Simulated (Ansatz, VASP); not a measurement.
**Two plane-wave programs on Al**

```
Al
1.0
     0.00000    2.02398    2.13024
     2.02398    0.00000    2.13024
     2.02398    2.02398    0.00000
Al
1
Direct
  0.00000 0.00000 0.00000
```

Change from the starting cell: strain +0.0525 x Voigt [0, 0, 1, 0, 0, 0], atoms carried along.

Alike in both runs: task single point; functional PBE; dispersion D3(BJ); k mesh 20 × 20 × 20; occupations gaussian, width 0.15 eV; no spin polarisation.

```csv
,VASP,Ansatz
version,VASP 6.6.1,Ansatz 0.2.0
potentials or method,"VASP PAW PBE potentials, release 64 (Al), cutoff 520 eV","scalar-relativistic, plane waves, PAW"
valence electrons in the cell,3,3
```

VASP gave:

```
gap on the k mesh at the Fermi level (eV)                     : none
pressure (GPa)                                                : -6.8
traceless stress, the component that is largest in VASP (GPa) : -1.31
```

Q: Estimate Ansatz's values.

A: gap on the k mesh at the Fermi level (eV): none; pressure (GPa): -6.8; traceless stress, the component that is largest in VASP (GPa): -1.32.

A gap of «none» marks a metal or a gap that the smearing closes.
